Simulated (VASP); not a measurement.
ScAl, 2 atoms in the cell. It takes space group Pm-3m (No. 221, cubic). The conventional cell has a = 3.276 Å, b = 3.276 Å, c = 3.276 Å, α = 90.00°, β = 90.00°, γ = 90.00°. Within 3.7 Å of Sc (site symmetry m-3m) lie 8 Al at 2.84 Å and 6 Sc at 3.28 Å. Within 3.7 Å of Al (site symmetry m-3m) lie 8 Sc at 2.84 Å and 6 Al at 3.28 Å. 

| Quantity | Value |
| --- | --- |
| Program | VASP 6.6.1 |
| Task | relaxation of cell and atoms |
| Functional | r2SCAN |
| Potentials or basis | VASP PAW PBE potentials, release 64 (Sc_sv, Al) |
| Cutoff | 600 eV |
| k mesh | 12 × 12 × 12 |
| Occupations | gaussian, width 0.1 eV |
| Spin | no spin polarisation |
| Target pressure | 8 GPa |
| Dipole correction | no |
| Further INCAR settings | ALGO = Normal; EDIFF = 1e-07; IBRION = 2; EDIFFG = -0.008; NSW = 70; ISIF = 3 |

Potentials or basis: VASP PAW PBE potentials, release 64 (Sc_sv, Al).

Command:

```sh
$ cat potpaw_PBE.64/Sc_sv/POTCAR potpaw_PBE.64/Al/POTCAR > POTCAR
$ cp INCAR.step1 INCAR
$ mpirun -np 1 vasp_std > vasp.out
$ cp INCAR.step2 INCAR
$ mpirun -np 1 vasp_std > vasp.out
```

Hardware: 1 thread of Oxide Virtual Turin-like Processor (shared host).

Estimate the wall time of this run.

Run time: 3.1 min on 1 thread of Oxide Virtual Turin-like Processor, with other jobs on the host, peak memory 0.17 GiB. Counts: k points 84, ion steps 3.
